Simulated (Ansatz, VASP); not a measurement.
## Cu3O2 in VASP and in Ansatz

```
Cu O
1.0
     0.00000    0.00000    2.72670
     5.90066    0.00382    0.00000
    -2.94702    5.11203    0.00000
Cu O
3 2
Cartesian
  0.7904 2.9542 1.3633
  2.3603 0.2306 1.3633
  3.9340 2.9565 1.3633
  -0.5889 3.7506 0.0000
  2.3629 2.0463 1.3633
```

Alike in both runs: functional PBE; k mesh 6 × 4 × 4; occupations gaussian, width 0.1 eV; collinear spin.

Ansatz relaxed the structure, and its values are those at the end. VASP's run is a single point on that final structure, the one shown.

```csv
,VASP,Ansatz
version,VASP 6.6.1,Ansatz 0.2.0
potentials or method,"VASP PAW PBE potentials, release 64 (Cu_sv_GW, O), cutoff 820 eV","scalar-relativistic, plane waves, PAW"
valence electrons in the cell,69,69
```

|  | VASP | Ansatz | Ansatz less VASP |
| --- | --- | --- | --- |
| gap on the k mesh at the Fermi level (eV) | none | none | - |
| pressure (GPa) | -0.5 | 0.2 | +0.68 |
| rms of the force components (eV/Å) | 0.000 | 0.005 | +0.0045 |
| net moment per atom (μB) | 0.17 | 0.16 | -0.001 |
| size of the moment on the site where the two differ most (μB) | 0.18 | 0.18 | -0.006 |

Site moments also hang on the region over which each program counts them. A gap of «none» marks a metal or a gap that the smearing closes. Ansatz's warnings: seeded moment not kept.

The k mesh is coarse, so the values compare programs but aren't converged.
